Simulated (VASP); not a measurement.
Here is a VASP 6.6.1 calculation.

INCAR

```
SYSTEM = In2GaAs3
PREC = Accurate
ENCUT = 520
EDIFF = 1E-6
ISMEAR = 0
SIGMA = 0.1
LREAL = .FALSE.
LASPH = .TRUE.
NELM = 80
ALGO = Normal
ISIF = 2
LWAVE = .FALSE.
LCHARG = .FALSE.
GGA = PS
NBANDS = 36
```

Contents of KPOINTS:

```
regular mesh
0
G
  2 2 2
  0 0 0
```

Contents of POSCAR:

```
In2GaAs3
1.0
   -2.1401840000      2.1401840000      9.0600640000
    2.1401840000     -2.1401840000      9.0600640000
    2.1401840000      2.1401840000     -9.0600640000
In Ga As
2 1 3
Direct
    0.3367560000      0.3367560000      0.0000000000
    0.6632440000      0.6632440000      0.0000000000
    0.0000000000      0.0000000000      0.0000000000
    0.2500000000      0.7500000000      0.5000000000
    0.5754750000      0.0754750000      0.5000000000
    0.9245250000      0.4245250000      0.5000000000
```

Potentials or basis: VASP PAW PBE potentials, release 64 (In_d, Ga_d, As).

The run is started by

```bash
$ cat potpaw_PBE.64/In_d/POTCAR potpaw_PBE.64/Ga_d/POTCAR potpaw_PBE.64/As/POTCAR > POTCAR
$ mpirun -np 1 vasp_std > vasp.out
```

(1) Predict the pressure.

(2) What does it give for the largest force?

(3) Predict the band gap on the k mesh.

## Answers

(1) -0.1 GPa.

(2) 0.265 eV/Å.

(3) zero (filled and empty bands touch).

Caveat: the k points lie up to 0.75 Å⁻¹ apart; semilocal functionals underestimate gaps, so a narrow gap can read as zero; the PAW data sets were made with another functional, which shifts forces and pressure a little; spin-orbit coupling is left out, which moves the levels of the heavy elements.
